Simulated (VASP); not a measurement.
Write the native input for VASP 6.6.1 that does the following.

```yaml
Task: single point
Functional: LDA
Potentials_or_basis: VASP PAW LDA potentials, release 64 (Sn_d, Se)
Cutoff: 520 eV
k_mesh: 10 × 10 × 10
Occupations: gaussian, width 0.05 eV
Spin: no spin polarisation
Dipole_correction: no
Further_INCAR_settings: ALGO = Normal; EDIFF = 1e-06; NBANDS = 17
```

The structure of SnSe lies in POSCAR:

```
SnSe
1.0
    0.0000000000      2.9158752115      3.2074627327
    2.9158752115      0.0000000000      3.2074627327
    2.9158752115      2.9158752115      0.0000000000
Sn Se
1 1
Direct
    0.0000000000      0.0000000000      0.0000000000
    0.5000000000      0.5000000000      0.5000000000
```

This cell differs from its parent crystal: ratio of the length along z to the lengths across it x 1.1, volume and fractional coordinates fixed.

These files were run (other wordings do the same):

INCAR

```
SYSTEM = SnSe
  PREC = Accurate
  ENCUT = 520
  EDIFF = 1E-6
  ISMEAR = 0
  SIGMA = 0.05
  LREAL = .FALSE.
  LASPH = .TRUE.
  NELM = 60
  ALGO = Normal
  ISIF = 2
  LWAVE = .FALSE.
  LCHARG = .TRUE.
  GGA = CA
  LELF = .TRUE.
  LVHAR = .TRUE.
  NBANDS = 17
```

KPOINTS

```
Automatic mesh
0
G
  10 10 10
  0 0 0
```

Potentials or basis: VASP PAW LDA potentials, release 64 (Sn_d, Se).

Command:

```bash
$ cat potpaw_LDA.64/Sn_d/POTCAR potpaw_LDA.64/Se/POTCAR > POTCAR
$ mpirun -np 1 vasp_std > vasp.out
```

It gave:

The pressure is -2.0 GPa. The band gap on the k mesh is 0.11 eV, indirect (least direct gap 0.23 eV).

Caveat: spin-orbit coupling is left out, which moves the levels of the heavy elements.

Wall time 35 s on 1 thread of Intel(R) Xeon(R) Platinum 8559C (Emerald Rapids), with other jobs on the host, peak memory 0.22 GiB.
